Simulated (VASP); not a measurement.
# ZnWO4: single point with PBE

System: ZnWO4.

```
CELL_PARAMETERS angstrom
6.32958 0.13115 -0.03522
0.13115 5.92762 -0.03123
-0.03522 -0.03123 6.25905
ATOMIC_POSITIONS crystal
W 0.66463 0.64025 0.82943
W 0.64874 0.50271 0.31875
W 0.36512 0.95509 0.25940
O 0.66607 0.38265 0.58481
O 0.24669 0.03303 0.00555
O 0.01141 0.34817 0.81339
O 0.93553 0.51535 0.29874
O 0.52027 0.20471 0.28413
O 0.34019 0.63210 0.20839
O 0.63547 0.85314 0.03495
O 0.87848 0.77549 0.70502
O 0.15650 0.05153 0.45199
O 0.57604 0.78258 0.43230
O 0.38109 0.65941 0.75250
O 0.64574 0.39796 0.00035
Zn 0.19296 0.46163 0.00155
Zn 0.15567 0.90008 0.73871
Zn 0.09574 0.41244 0.53656
```

- Program: VASP 6.6.1
- Task: single point
- Functional: PBE
- Potentials or basis: VASP PAW PBE potentials, release 64 (W_sv, O_h, Zn)
- Cutoff: 1000 eV
- k mesh: 1 × 1 × 1
- Occupations: fermi-dirac, width 0.05 eV
- Spin: no spin polarisation
- Dipole correction: no
- Further INCAR settings: LREAL = Auto; ALGO = Normal; EDIFF = 1e-06; NBANDS = 90; ISYM = 0

```json
{"Pressure": "8.0 GPa", "Largest force": "2.372 eV/Å"}
```

Forces in eV/Å, atoms in the order of the input:
```
W   -0.056  1.015 -0.583
W   -0.232 -1.408 -0.169
W   -1.027  1.634 -0.615
O   -0.047 -0.245 -1.449
O    0.033 -0.157  0.381
O    0.022 -0.135 -0.567
O   -0.048  0.231 -0.780
O   -0.383 -0.553  0.557
O   -0.506 -1.446  0.248
O    0.145 -0.393  0.359
O    1.067  0.788 -0.343
O    0.921 -0.527 -0.164
O    0.953  1.443  0.609
O   -1.094  0.488 -0.281
O    0.588 -0.826  2.144
Zn   0.275  0.211  0.322
Zn  -0.506  0.511 -0.207
Zn  -0.106 -0.632  0.539
```

Stress tensor (GPa, compression positive):
```
 6.02  1.99  1.29
 1.99  6.21 -1.12
 1.29 -1.12 11.77
```

Levels at points of the mesh, in eV from the Fermi level:
| k point | band 72 | band 73 | band 74 | band 75 | band 76 | band 77 | band 78 | band 79 |
| --- | --- | --- | --- | --- | --- | --- | --- | --- |
| (0.00, 0.00, 0.00) | -2.25 | -2.06 | -1.72 | -1.21 | 1.23 | 1.40 | 1.64 | 1.76 |

Run time: 100 s on 1 thread of Intel(R) Xeon(R) Platinum 8375C CPU @ 2.90GHz (Ice Lake) (shared host), peak memory 0.63 GiB.

Caveat: the k points lie up to 1.06 Å⁻¹ apart, too coarse for converged energies, forces and pressures; the atoms stand as in a frame of molecular dynamics; spin-orbit coupling is left out, which moves the levels of the heavy elements.
